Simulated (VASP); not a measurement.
Input of a VASP 6.6.1 run:

Contents of INCAR:

```
SYSTEM = AlN
PREC = Accurate
ENCUT = 520
EDIFF = 1E-6
ISMEAR = 0
SIGMA = 0.05
LREAL = .FALSE.
LASPH = .TRUE.
NELM = 60
ALGO = Normal
ISIF = 2
LWAVE = .FALSE.
LCHARG = .TRUE.
GGA = PS
LELF = .TRUE.
LVHAR = .TRUE.
NBANDS = 16
```

File KPOINTS:

```
regular mesh
0
G
  9 9 6
  0 0 0
```

The input POSCAR:

```
AlN
1.0
    3.1110021516      0.0000000000      0.0000000000
   -1.5555010758      2.6942068945      0.0000000000
    0.0000000000      0.0000000000      4.9033300000
Al N
2 2
Direct
    0.3333333333      0.6666666667      0.0000000000
    0.6666666667      0.3333333333      0.5000000000
    0.3333333333      0.6666666667      0.3850000000
    0.6666666667      0.3333333333      0.8850000000
```

Potentials or basis: VASP PAW PBE potentials, release 64 (Al, N).

The run is started by

```sh
$ cat potpaw_PBE.64/Al/POTCAR potpaw_PBE.64/N/POTCAR > POTCAR
$ mpirun -np 1 vasp_std > vasp.out
```

**Question.** Estimate the band gap on the k mesh.

**Answer.** 4.18 eV.

**Question.** Estimate the pressure.

**Answer.** 3.5 GPa.

**Question.** What does it give for the largest force?

**Answer.** 0.019 eV/Å.

Forces on the atoms (eV/Å):
```
Al   0.000  0.000 -0.019
Al   0.000  0.000 -0.019
N    0.000  0.000  0.019
N    0.000  0.000  0.019
```

Caveat: the cell differs from its parent crystal (strain +0.000 along x and y, -0.015 along z); the cell stands under pressure; the PAW data sets were made with another functional, which shifts forces and pressure a little; an odd mesh through Γ misses points on the zone boundary, where band edges can lie.
